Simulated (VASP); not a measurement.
The system is InAs.

```
In As
1.0
     0.00000    3.00877    3.00877
     3.00877    0.00000    3.00877
     3.00877    3.00877    0.00000
In As
1 1
Direct
  0.00000 0.00000 0.00000
  0.25000 0.25000 0.25000
```

This cell differs from its parent crystal: strain -1.5%.

Base run:

- Program: VASP 6.6.1
- Functional: PBE
- Potentials or basis: VASP PAW PBE potentials, release 64 (In_d, As)
- Cutoff: 520 eV
- k mesh: 8 × 8 × 8
- Occupations: fermi-dirac, width 0.02 eV
- Spin: no spin polarisation

Its results: band gap on the k mesh zero (filled and empty bands touch); pressure 5.0 GPa.

Question: The run is repeated on the same cell with these changes: functional from PBE to r2SCAN. What comes out?

Answer: Band gap on the k mesh 0.33 eV; pressure 2.9 GPa.

Caveats: spin-orbit coupling is left out, which moves the levels of the heavy elements; the cell stands under pressure (at least some runs); semilocal functionals underestimate gaps, so a narrow gap can read as zero (at least some runs); the PAW data sets were made with another functional, which shifts forces and pressure a little (at least some runs).

